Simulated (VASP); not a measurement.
# InSb: single point with PBE

System: InSb, a slab with vacuum.

```xyz
12
Lattice="9.3831 0.0000 0.0000 0.0000 6.6348 0.0000 0.0000 0.0000 23.3643" Properties=species:S:1:pos:R:3 pbc="T T T"
In    2.3458    3.3174    8.0000
In    7.0373    3.3174    8.0000
In    4.6701    0.5279   10.6615
In   -0.0062    0.3732   10.5576
In    6.9116    3.2781   12.0755
In    2.3148    3.5094   12.2051
Sb    4.6915    1.6587    8.0000
Sb    0.0000    1.6587    8.0000
Sb    6.9937    5.4066   10.1217
Sb    2.3716    5.4347   10.0504
Sb   -0.0089    1.9557   12.9058
Sb    4.6050    2.0072   13.1505
```

* Program: VASP 6.6.1
* Task: single point
* Functional: PBE
* Potentials or basis: VASP PAW PBE potentials, release 64 (In_d, Sb)
* Cutoff: 400 eV
* k mesh: 2 × 3 × 1
* Occupations: gaussian, width 0.1 eV
* Spin: no spin polarisation

```yaml
Largest_force: 0.941 eV/Å
Band_gap_on_the_k_mesh: 0.18 eV
```

Forces in eV/Å, atoms in the order of the input:
```
In  -0.007 -0.360  0.670
In   0.003 -0.262  0.698
In  -0.008  0.031 -0.064
In   0.021  0.143  0.000
In   0.294 -0.073 -0.003
In  -0.020 -0.363 -0.312
Sb   0.015  0.243 -0.610
Sb  -0.012  0.339 -0.877
Sb  -0.106  0.025 -0.015
Sb   0.050  0.057  0.162
Sb  -0.189  0.165  0.357
Sb  -0.042  0.054 -0.005
```

Levels at points of the mesh, in eV from the valence-band top:
```tsv
k point	band 50	band 51	band 52	band 53	band 54	band 55	band 56	band 57	band 58	band 59
(0.00, 0.00, 0.00)	-1.08	-0.70	-0.64	-0.28	0.00	0.38	0.50	0.97	1.34	1.68
(0.50, 0.00, 0.00)	-1.44	-0.79	-0.67	-0.54	-0.32	0.63	0.73	1.64	1.72	2.07
```

It took 19 min on 1 thread of Intel Xeon 8259CL, on a shared host, peak memory 0.98 GiB.

Caveat: spin-orbit coupling is left out, which moves the levels of the heavy elements.
